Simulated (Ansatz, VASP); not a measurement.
## W in VASP and in Ansatz

```xyz
6
Lattice="2.7570 0.0000 0.0000 -0.9190 2.5993 0.0000 0.0000 0.0000 27.2555" Properties=species:S:1:pos:R:3 pbc="T T T"
W     0.4595    0.6498    8.0756
W     1.3785    1.9495   10.2432
W     0.4595    0.6498   12.5033
W     1.3785    1.9495   14.7522
W     0.4595    0.6498   17.0123
W     1.3785    1.9495   19.1799
```

Alike in both runs: task single point; functional PBE; k mesh 13 × 13 × 1; occupations fermi-dirac, width 0.1 eV; no spin polarisation.

```csv
,VASP,Ansatz
version,VASP 6.6.1,Ansatz 0.2.0
potentials or method,"VASP PAW PBE potentials, release 64 (W_sv)","PAW with Ansatz's default frozen-core files, scalar-relativistic"
plane-wave cutoff (eV),520,420
valence electrons in the cell,84,84
```

|  | VASP | Ansatz | Ansatz less VASP |
| --- | --- | --- | --- |
| rms of the force components (eV/Å) | 0.013 | 0.004 | -0.0096 |

Atom by atom the forces differ by 0.011 eV/Å (rms over components).

Spin-orbit coupling is off throughout.
